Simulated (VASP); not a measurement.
Set up this calculation in VASP 6.6.1, as the native input.

```yaml
Task: single point
Functional: PBE
Potentials_or_basis: VASP PAW PBE potentials, release 64 (Ca_sv)
Cutoff: 520 eV
k_mesh: 10 × 10 × 10
Occupations: fermi-dirac, width 0.08 eV
Spin: no spin polarisation
Dipole_correction: no
k_mesh_for_the_DOS: 15 × 15 × 15
Occupations_for_the_DOS: tetrahedron
Further_INCAR_settings: ALGO = Normal; EDIFF = 1e-07; NBANDS = 17
```

The system is Ca.

```
Ca
1.0
     0.00000    3.41301    3.41301
     3.41301    0.00000    3.41301
     3.41301    3.41301    0.00000
Ca
2
Direct
  0.87500 0.87500 0.87500
  0.12500 0.12500 0.12500
```

This isn't the form of Ca at room conditions, which is fcc.

These files were run (other wordings do the same):

POSCAR

```
Ca
1.0
    0.0000000000      3.4130135837      3.4130135837
    3.4130135837      0.0000000000      3.4130135837
    3.4130135837      3.4130135837      0.0000000000
Ca
2
Direct
   -0.1250000000     -0.1250000000     -0.1250000000
    0.1250000000      0.1250000000      0.1250000000
```

INCAR.step1

```
  PREC = Accurate
  ENCUT = 520
  EDIFF = 1E-7
  ISMEAR = -1
  SIGMA = 0.08
  LREAL = F
  LASPH = T
  NELM = 60
  ALGO = Normal
  ISIF = 2
  LWAVE = F
  LCHARG = T
  GGA = PE
  NBANDS = 17
```

KPOINTS.step1

```
regular mesh
0
Gamma
  10 10 10
```

INCAR.step2

```
  PREC = Accurate
  ENCUT = 520
  EDIFF = 1E-7
  ISMEAR = -5
  SIGMA = 0.08
  LREAL = F
  LASPH = T
  NELM = 60
  ALGO = Normal
  ISIF = 2
  LWAVE = F
  LCHARG = F
  GGA = PE
  LORBIT = 11
  NBANDS = 17
  NEDOS = 2001
  ICHARG = 11
```

KPOINTS.step2

```
regular mesh
0
Gamma
  15 15 15
```

Potentials or basis: VASP PAW PBE potentials, release 64 (Ca_sv).

The run is started by

```console
$ cat potpaw_PBE.64/Ca_sv/POTCAR > POTCAR
$ cp INCAR.step1 INCAR
$ cp KPOINTS.step1 KPOINTS
$ mpirun -np 1 vasp_std > vasp.out
$ cp INCAR.step2 INCAR
$ cp KPOINTS.step2 KPOINTS
$ mpirun -np 1 vasp_std > vasp.out
```

Results of the run:

| Item | Value |
| --- | --- |
| Valence electrons inside the program's atomic spheres | Ca 8.22 |

It took 3.9 min on 1 thread of Intel Xeon 8259CL, with other jobs on the host, peak memory 0.28 GiB.
